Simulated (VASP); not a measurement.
# FeSi (P2_13) in VASP: settings compared

The runs below take FeSi through single point, relaxation of cell and atoms, with PBE, r2SCAN, PBEsol, LDA.

Program: VASP 6.6.1. These are calculated values, not measurements. Logs are shortened: lines on timing, memory, paths and dates and some standing lists are left out, and cuts for length are marked.

## Step 1: The cell of the first run

It takes space group P2_13 (No. 198, cubic). The conventional cell has a = 4.448 Å, b = 4.448 Å, c = 4.448 Å, α = 90.00°, β = 90.00°, γ = 90.00°. Within 3.0 Å of Fe (site symmetry 3) lie 7 Si at 2.27 to 2.50 Å and 6 Fe at 2.73 Å. Within 3.0 Å of Si (site symmetry 3) lie 7 Fe at 2.27 to 2.50 Å and 6 Si at 2.76 Å.

## Step 2: Single point, PBE

INCAR

```
SYSTEM = FeSi
ALGO = Normal
EDIFF = 1E-7
ENCUT = 520
GGA = PE
ISIF = 2
ISMEAR = -1
LASPH = .TRUE.
LCHARG = .FALSE.
LREAL = .FALSE.
LWAVE = .FALSE.
NBANDS = 34
NELM = 100
PREC = Accurate
SIGMA = 0.02
```

KPOINTS

```
k-points
0
G
  6 6 6
  0 0 0
```

POSCAR

```
FeSi
1.0
    4.4480505284      0.0000000000      0.0000000000
    0.0000000000      4.4480505284      0.0000000000
    0.0000000000      0.0000000000      4.4480505284
Fe Si
4 4
Direct
    0.1360028763      0.1360028763      0.1360028763
    0.3639971237      0.8639971237      0.6360028763
    0.6360028763      0.3639971237      0.8639971237
    0.8639971237      0.6360028763      0.3639971237
    0.8407333115      0.8407333115      0.8407333115
    0.6592666885      0.1592666885      0.3407333115
    0.3407333115      0.6592666885      0.1592666885
    0.1592666885      0.3407333115      0.6592666885
```

Potentials or basis: VASP PAW PBE potentials, release 64 (Fe, Si).

The run is started by

```
> cat potpaw_PBE.64/Fe/POTCAR potpaw_PBE.64/Si/POTCAR > POTCAR
> mpirun -np 1 vasp_std > vasp.out
```

OUTCAR:

```text
SYSTEM = FeSi
   EDIFF = 1E-7
   ENCUT = 520
   GGA = PE
   ISIF = 2
   ISMEAR = -1
   LASPH = .TRUE.
   LREAL = .FALSE.
   NELM = 100
   PREC = Accurate

 ion  position               nearest neighbor table
   1  0.136  0.136  0.136-   5 2.27   6 2.31   7 2.31   8 2.31   7 2.50   8 2.50   6 2.50   3 2.73
                             4 2.73   2 2.73   2 2.73   4 2.73   3 2.73
   2  0.364  0.864  0.636-   6 2.27   5 2.31   7 2.31   8 2.31   7 2.50   8 2.50   5 2.50   1 2.73
                             1 2.73   3 2.73   3 2.73   4 2.73   4 2.73
   3  0.636  0.364  0.864-   7 2.27   6 2.31   5 2.31   8 2.31   8 2.50   6 2.50   5 2.50   1 2.73
                             4 2.73   2 2.73   2 2.73   4 2.73   1 2.73
   4  0.864  0.636  0.364-   8 2.27   6 2.31   7 2.31   5 2.31   6 2.50   5 2.50   7 2.50   1 2.73
                             3 2.73   2 2.73   1 2.73   2 2.73   3 2.73
   5  0.841  0.841  0.841-   1 2.27   2 2.31   3 2.31   4 2.31   3 2.50   4 2.50   2 2.50   6 2.76
                             7 2.76   8 2.76   6 2.76   8 2.76   7 2.76
   6  0.659  0.159  0.341-   2 2.27   1 2.31   3 2.31   4 2.31   3 2.50   4 2.50   1 2.50   8 2.76
                             5 2.76   5 2.76   7 2.76   7 2.76   8 2.76
   7  0.341  0.659  0.159-   3 2.27   2 2.31   1 2.31   4 2.31   4 2.50   2 2.50   1 2.50   8 2.76
                             5 2.76   8 2.76   6 2.76   6 2.76   5 2.76
   8  0.159  0.341  0.659-   4 2.27   2 2.31   3 2.31   1 2.31   2 2.50   1 2.50   3 2.50   7 2.76
                             5 2.76   7 2.76   5 2.76   6 2.76   6 2.76

  LATTYP: Found a simple cubic cell.
 ALAT       =     4.4480505284

  Lattice vectors:

 A1 = (   4.4480505284,   0.0000000000,   0.0000000000)
 A2 = (   0.0000000000,   4.4480505284,   0.0000000000)
 A3 = (   0.0000000000,   0.0000000000,   4.4480505284)

Analysis of symmetry for initial positions (statically):
=====================================================================
 Subroutine PRICEL returns:
 Original cell was already a primitive cell.

 Routine SETGRP: Setting up the symmetry group for a
 simple cubic supercell.

 Subroutine GETGRP returns: Found 12 space group operations
 (whereof  3 operations were pure point group operations)
 out of a pool of 48 trial point group operations.

The static configuration has the point symmetry C_3 .
 The point group associated with its full space group is T   .

Analysis of symmetry for dynamics (positions and initial velocities):
=====================================================================
 Subroutine PRICEL returns:
 Original cell was already a primitive cell.

 Routine SETGRP: Setting up the symmetry group for a
 simple cubic supercell.

 Subroutine GETGRP returns: Found 12 space group operations
 (whereof  3 operations were pure point group operations)
 out of a pool of 48 trial point group operations.

The dynamic configuration has the point symmetry C_3 .
 The point group associated with its full space group is T   .

 Subroutine INISYM returns: Found 12 space group operations
 (whereof  3 operations are pure point group operations),
 and found     1 'primitive' translations

----------------------------------------------------------------------------------------

                                     Primitive cell

  volume of cell :      88.0054

  direct lattice vectors                    reciprocal lattice vectors
     4.448050528  0.000000000  0.000000000     0.224817590  0.000000000  0.000000000
     0.000000000  4.448050528  0.000000000     0.000000000  0.224817590  0.000000000
     0.000000000  0.000000000  4.448050528     0.000000000  0.000000000  0.224817590

  length of vectors
     4.448050528  4.448050528  4.448050528     0.224817590  0.224817590  0.224817590

  position of ions in fractional coordinates (direct lattice)
     0.136002876  0.136002876  0.136002876
     0.363997124  0.863997124  0.636002876
     0.636002876  0.363997124  0.863997124
     0.863997124  0.636002876  0.363997124
     0.840733312  0.840733312  0.840733312
     0.659266688  0.159266688  0.340733312
     0.340733312  0.659266688  0.159266688
     0.159266688  0.340733312  0.659266688

  ion indices of the primitive-cell ions
   primitive index   ion index
                 1           1
                 2           2
                 3           3
                 4           4
                 5           5
                 6           6
                 7           7
                 8           8

----------------------------------------------------------------------------------------

 KPOINTS: k-points

Automatic generation of k-mesh.
 Grid dimensions read from file:
 generate k-points for:    6    6    6

 Generating k-lattice:

  Cartesian coordinates                     Fractional coordinates (reciprocal lattice)
     0.037469598  0.000000000  0.000000000     0.166666667  0.000000000  0.000000000
     0.000000000  0.037469598  0.000000000     0.000000000  0.166666667  0.000000000
     0.000000000  0.000000000  0.037469598     0.000000000  0.000000000  0.166666667

  Length of vectors
     0.037469598  0.037469598  0.037469598

  Shift w.r.t. Gamma in fractional coordinates (k-lattice)
     0.000000000  0.000000000  0.000000000

 Subroutine IBZKPT returns following result:
 ===========================================

 Found     24 irreducible k-points:

 Following reciprocal coordinates:
            Coordinates               Weight
  0.000000  0.000000  0.000000      1.000000
  0.166667  0.000000  0.000000      6.000000
  0.333333  0.000000  0.000000      6.000000
  0.500000  0.000000  0.000000      3.000000
  0.166667  0.166667  0.000000     12.000000
  0.333333  0.166667  0.000000     12.000000
[... 16 lines left out ...]
  0.500000  0.500000  0.333333      6.000000
  0.500000  0.500000  0.500000      1.000000
   k-points           NKPTS =     24   k-points in BZ     NKDIM =     24   number of bands    NBANDS=     34
   number of dos      NEDOS =    301   number of ions     NIONS =      8
   total plane-waves  NPLWV =  46656
   dimension x,y,z NGX =    36 NGY =   36 NGZ =   36
   dimension x,y,z NGXF=    72 NGYF=   72 NGZF=   72
   ions per type =               4   4
   NGX,Y,Z   is equivalent  to a cutoff of  13.46, 13.46, 13.46 a.u.
   NGXF,Y,Z  is equivalent  to a cutoff of  26.91, 26.91, 26.91 a.u.
 SYSTEM =  FeSi
   PREC   = accura    normal or accurate (medium, high low for compatibility)
   ISTART =      0    job   : 0-new  1-cont  2-samecut
   ICHARG =      2    charge: 1-file 2-atom 10-const
   ISPIN  =      1    spin polarized calculation?
   LNONCOLLINEAR =      F non collinear calculations
   LSORBIT =      F    spin-orbit coupling
   LASPH  =      T    aspherical Exc in radial PAW
   ENCUT  =  520.0 eV  38.22 Ry    6.18 a.u.   8.27  8.27  8.27*2*pi/ulx,y,z
   NELM   =    100;   NELMIN=  2; NELMDL= -5     # of ELM steps
   EDIFF  = 0.1E-06   stopping-criterion for ELM
   LREAL  =      F    real-space projection
   EDIFFG = 0.1E-05   stopping-criterion for IOM
   NSW    =      0    number of steps for IOM
   IBRION =     -1    ionic relax: 0-MD 1-quasi-New 2-CG
   NFREE  =      0    steps in history (QN), initial steepest desc. (CG)
   ISIF   =      2    stress and relaxation
   ISYM   =      2    0-nonsym 1-usesym 2-fastsym
   POTIM  = 0.5000    time-step for ionic-motion
   TEBEG  =    0.0;   TEEND  =   0.0 temperature during run
   PSTRESS=    0.0 pullay stress
   NELECT =      48.0000    total number of electrons
   NUPDOWN=      -1.0000    fix difference up-down
   EMIN   =  10.00;   EMAX   =-10.00  energy-range for DOS
   EFERMI =   0.00;   METHOD = LEGACY
   ISMEAR =    -1;   SIGMA  =   0.02  broadening in eV -4-tet -1-fermi 0-gaus
   EFERMI_NEDOS =   21; number of points for ismear=-14 and -15
   IALGO  =     38    algorithm
   IMIX   =      4    mixing-type and parameters
     AMIX     =   0.40;   BMIX     =  1.00
     AMIX_MAG =   1.60;   BMIX_MAG =  1.00
  volume/ion in A,a.u.               =      11.00        74.24
  Fermi-wavevector in a.u.,A,eV,Ry     =   1.337577  2.527654 24.342358  1.789113
  Thomas-Fermi vector in A             =   2.466115
   LORBIT       =      0    0 simple, 1 ext, 2 COOP (PROOUT), +10 PAW based schemes
   GGA     = PE    functional components
   LHFCALC =     F    Hartree Fock is set to
   AEXX    =    0.0000 exact exchange contribution
   IVDW    =     0    specifies the selected vdW correction
   LEPSILON=     F    determine dielectric tensor
   LRPA    =     F    only Hartree local field effects (RPA)
 non-spin polarized calculation
  energy-cutoff  :      520.00
  volume of cell :       88.01
 maximum number of plane-waves:      2401
 NGX is ok and might be reduce to    36
   NGX = 17   NGY = 17   NGZ = 17

 number of electron      48.0000013 magnetization

 Free energy of the ion-electron system (eV)
  ---------------------------------------------------
  ext. energy  EPLUGINS =         0.00000000
  ---------------------------------------------------
  free energy    TOTEN  =       -58.78228012 eV

  energy without entropy =      -58.78101395  energy(sigma->0) =      -58.78164703

 E-fermi :   9.7991     XC(G=0): -12.7989

 val. band max:        9.7119707292   @ k =   0.5000   0.0000   0.0000
 cond. band min:       9.8856937497   @ k =  -0.1667   0.3333   0.0000
 fundamental gap:      0.1737230205
 Fermi energy:         9.7990907118

 k-point     1 :       0.0000    0.0000    0.0000
  band No.  band energies     occupation
      1      -3.5184      2.00000
      2       1.8369      2.00000
      3       1.8369      2.00000
      4       1.8369      2.00000
      5       4.6738      2.00000
      6       4.6738      2.00000
[... 26 lines left out ...]
     33      14.0331      0.00000
     34      14.0331      0.00000

 k-point     2 :       0.1667    0.0000    0.0000
  band No.  band energies     occupation
      1      -3.3126      2.00000
      2       0.7742      2.00000
      3       1.9579      2.00000
      4       2.5687      2.00000
      5       4.0925      2.00000
      6       4.7990      2.00000
[... 806 lines left out ...]
 k-point    24 :       0.5000    0.5000    0.5000
  band No.  band energies     occupation
      1       0.6199      2.00000
      2       0.6199      2.00000
      3       0.6199      2.00000
      4       0.6199      2.00000
      5       3.2497      2.00000
      6       3.2497      2.00000
[... 26 lines left out ...]
     33      15.8696      0.00000
     34      15.8696      0.00000

------------------------ aborting loop because EDIFF is reached ----------------------------------------

  FORCE on cell =-STRESS in cart. coord.  units (eV):
  Direction    XX          YY          ZZ          XY          YZ          ZX
  --------------------------------------------------------------------------------------
  -------------------------------------------------------------------------------------
  Total        0.0831476      0.0831476      0.0831476      0.0000000     -0.0000000      0.0000000
  in kB        1.5137387      1.5137387      1.5137387      0.0000000     -0.0000000      0.0000000
  external PRESSURE =       1.5137387 kB  Pullay stress =       0.0000000 kB

 VOLUME and BASIS-vectors are now :
 -----------------------------------------------------------------------------
  energy-cutoff  :      520.00
  volume of cell :       88.01
      direct lattice vectors                 reciprocal lattice vectors
     4.448050528  0.000000000  0.000000000     0.224817590  0.000000000  0.000000000
     0.000000000  4.448050528  0.000000000     0.000000000  0.224817590  0.000000000
     0.000000000  0.000000000  4.448050528     0.000000000  0.000000000  0.224817590

 POSITION                                       TOTAL-FORCE (eV/Angst)
 -----------------------------------------------------------------------------------
      0.60495      0.60495      0.60495         0.020118      0.020118      0.020118
      1.61908      3.84310      2.82897        -0.020118     -0.020118      0.020118
      2.82897      1.61908      3.84310         0.020118     -0.020118     -0.020118
      3.84310      2.82897      1.61908        -0.020118      0.020118     -0.020118
      3.73962      3.73962      3.73962         0.000575      0.000575      0.000575
      2.93245      0.70843      1.51560        -0.000575     -0.000575      0.000575
      1.51560      2.93245      0.70843         0.000575     -0.000575     -0.000575
      0.70843      1.51560      2.93245        -0.000575      0.000575     -0.000575
 -----------------------------------------------------------------------------------
    total drift:                               -0.000001     -0.000001     -0.000000

  FREE ENERGIE OF THE ION-ELECTRON SYSTEM (eV)
  ---------------------------------------------------
  free  energy   TOTEN  =       -58.7822801157 eV

  energy  without entropy=      -58.7810139510  energy(sigma->0) =      -58.78164703
```

It took 2.2 min on 1 thread of AMD EPYC 7R13, shared host; peak memory 0.23 GiB.

What came out:

| Property | Result |
| --- | --- |
| Free energy | -58.7823 eV |
| Pressure | 0.2 GPa |
| Largest force | 0.035 eV/Å |
| Band gap on the k mesh | 0.17 eV |

Forces on the atoms (eV/Å):
```
Fe   0.020  0.020  0.020
Fe  -0.020 -0.020  0.020
Fe   0.020 -0.020 -0.020
Fe  -0.020  0.020 -0.020
Si   0.001  0.001  0.001
Si  -0.001 -0.001  0.001
Si   0.001 -0.001 -0.001
Si  -0.001  0.001 -0.001
```

A k mesh can miss the band edges. Spin polarisation is off, so any magnetic state and its effect on volume and gap are missing.

## Step 3: Single point, r2SCAN

This run uses another cell than the first one, of 10.67 Å³/atom.

POSCAR

```
FeSi
1.0
    4.4030528965      0.0000000000      0.0000000000
    0.0000000000      4.4030528965      0.0000000000
    0.0000000000      0.0000000000      4.4030528965
Fe Si
4 4
Direct
    0.1366600333      0.1366600333      0.1366600333
    0.3633399667      0.8633399667      0.6366600333
    0.6366600333      0.3633399667      0.8633399667
    0.8633399667      0.6366600333      0.3633399667
    0.8411319742      0.8411319742      0.8411319742
    0.6588680258      0.1588680258      0.3411319742
    0.3411319742      0.6588680258      0.1588680258
    0.1588680258      0.3411319742      0.6588680258
```

INCAR.step1

```
SYSTEM = FeSi
PREC = Accurate
ENCUT = 520
ISMEAR = -1
SIGMA = 0.02
LREAL = .False.
LASPH = .True.
NELM = 80
NBANDS = 34
GGA = PE
ALGO = Normal
EDIFF = 1E-4
LWAVE = .True.
LCHARG = .False.
```

INCAR.step2

```
SYSTEM = FeSi
PREC = Accurate
ENCUT = 520
EDIFF = 1E-6
ISMEAR = -1
SIGMA = 0.02
LREAL = .False.
LASPH = .True.
NELM = 80
ALGO = Normal
ISIF = 2
LWAVE = .False.
LCHARG = .False.
METAGGA = R2SCAN
LMIXTAU = .True.
NBANDS = 34
ISTART = 1
```

KPOINTS

```
regular mesh
0
Gamma
  6 6 6
  0 0 0
```

Potentials or basis: VASP PAW PBE potentials, release 64 (Fe, Si).

The run is started by

```
> cat potpaw_PBE.64/Fe/POTCAR potpaw_PBE.64/Si/POTCAR > POTCAR
> cp INCAR.step1 INCAR
> mpirun -np 1 vasp_std > vasp.out
> cp INCAR.step2 INCAR
> mpirun -np 1 vasp_std > vasp.out
```

Wall time 6.4 min (1 thread of AMD EPYC 7R13, shared host); peak memory 0.24 GiB.

It converged, with:

- Free energy: -94.7644 eV
- Pressure: 0.4 GPa
- Largest force: 0.038 eV/Å
- Band gap on the k mesh: 0.32 eV (least direct gap 0.35 eV)

Forces on the atoms (eV/Å):
```
Fe   0.022  0.022  0.022
Fe  -0.022 -0.022  0.022
Fe   0.022 -0.022 -0.022
Fe  -0.022  0.022 -0.022
Si   0.001  0.001  0.001
Si  -0.001 -0.001  0.001
Si   0.001 -0.001 -0.001
Si  -0.001  0.001 -0.001
```

Levels at points of the mesh, in eV from the valence-band top:
```csv
k point,band 20,band 21,band 22,band 23,band 24,band 25,band 26,band 27,band 28,band 29
"(0.00, 0.00, 0.00)",-0.38,-0.38,-0.38,-0.12,-0.12,0.84,0.84,0.84,3.41,3.41
"(0.50, 0.00, 0.00)",-1.40,-0.49,-0.49,-0.05,-0.05,0.37,0.37,1.96,1.96,2.54
"(0.50, 0.50, 0.00)",-1.35,-1.11,-1.11,-0.45,-0.45,0.81,0.81,1.56,1.56,3.05
"(0.50, 0.50, 0.50)",-0.82,-0.79,-0.79,-0.79,-0.79,0.72,0.72,0.72,0.72,6.33
```

Caveat: the PAW data sets were made with another functional, which shifts forces and pressure a little. Spin polarisation is off, so any magnetic state and its effect on volume and gap are missing.

## Step 4: Single point, r2SCAN

This run uses another cell than the first one, of 10.67 Å³/atom.

POSCAR is that of step 3.

INCAR.step1

```
SYSTEM = FeSi
PREC     = Accurate       ! precision mode
ENCUT    = 520            ! plane-wave cutoff, eV
ISMEAR   = 0              ! smearing method
SIGMA    = 0.01           ! smearing width, eV
LREAL    = .FALSE.        ! projectors in reciprocal space
LASPH    = .TRUE.         ! aspherical terms in the spheres
NELM     = 100            ! most SCF steps
NBANDS   = 34             ! bands
GGA      = PE             ! functional
ALGO     = Normal         ! electronic algorithm
EDIFF    = 1E-4           ! SCF threshold, eV
LWAVE    = .TRUE.         ! write WAVECAR
LCHARG   = .FALSE.        ! write CHGCAR
```

INCAR.step2

```
SYSTEM = FeSi
PREC     = Accurate       ! precision mode
ENCUT    = 520            ! plane-wave cutoff, eV
EDIFF    = 1E-7           ! SCF threshold, eV
ISMEAR   = 0              ! smearing method
SIGMA    = 0.01           ! smearing width, eV
LREAL    = .FALSE.        ! projectors in reciprocal space
LASPH    = .TRUE.         ! aspherical terms in the spheres
NELM     = 100            ! most SCF steps
ALGO     = Normal         ! electronic algorithm
ISIF     = 2              ! what is computed and relaxed
LWAVE    = .FALSE.        ! write WAVECAR
LCHARG   = .FALSE.        ! write CHGCAR
METAGGA  = R2SCAN         ! meta-GGA
LMIXTAU  = .TRUE.       
NBANDS   = 34             ! bands
ISTART   = 1
```

KPOINTS

```
regular mesh
0
G
  6 6 6
  0 0 0
```

The run is started by

```
> cat potpaw_PBE.64/Fe/POTCAR potpaw_PBE.64/Si/POTCAR > POTCAR
> cp INCAR.step1 INCAR
> mpirun -np 1 vasp_std > vasp.out
> cp INCAR.step2 INCAR
> mpirun -np 1 vasp_std > vasp.out
```

It took 8 min on 1 thread of AMD EPYC 7R13, shared host; peak memory 0.24 GiB.

Results (log left out):

```
Free energy            : -94.7644 eV
Pressure               : 0.4 GPa
Largest force          : 0.038 eV/Å
Band gap on the k mesh : 0.32 eV (least direct gap 0.35 eV)
```

Forces on the atoms (eV/Å):
```
Fe   0.022  0.022  0.022
Fe  -0.022 -0.022  0.022
Fe   0.022 -0.022 -0.022
Fe  -0.022  0.022 -0.022
Si   0.001  0.001  0.001
Si  -0.001 -0.001  0.001
Si   0.001 -0.001 -0.001
Si  -0.001  0.001 -0.001
```

Levels at points of the mesh, in eV from the valence-band top:
```tsv
k point	band 20	band 21	band 22	band 23	band 24	band 25	band 26	band 27	band 28	band 29
(0.00, 0.00, 0.00)	-0.38	-0.38	-0.38	-0.12	-0.12	0.84	0.84	0.84	3.41	3.41
(0.50, 0.00, 0.00)	-1.40	-0.49	-0.49	-0.05	-0.05	0.37	0.37	1.96	1.96	2.54
(0.50, 0.50, 0.00)	-1.35	-1.11	-1.11	-0.45	-0.45	0.81	0.81	1.56	1.56	3.05
(0.50, 0.50, 0.50)	-0.82	-0.79	-0.79	-0.79	-0.79	0.72	0.72	0.72	0.72	6.33
```

Caveat: the PAW data sets were made with another functional, which shifts forces and pressure a little.

(Part 1 of 2 ends here.)
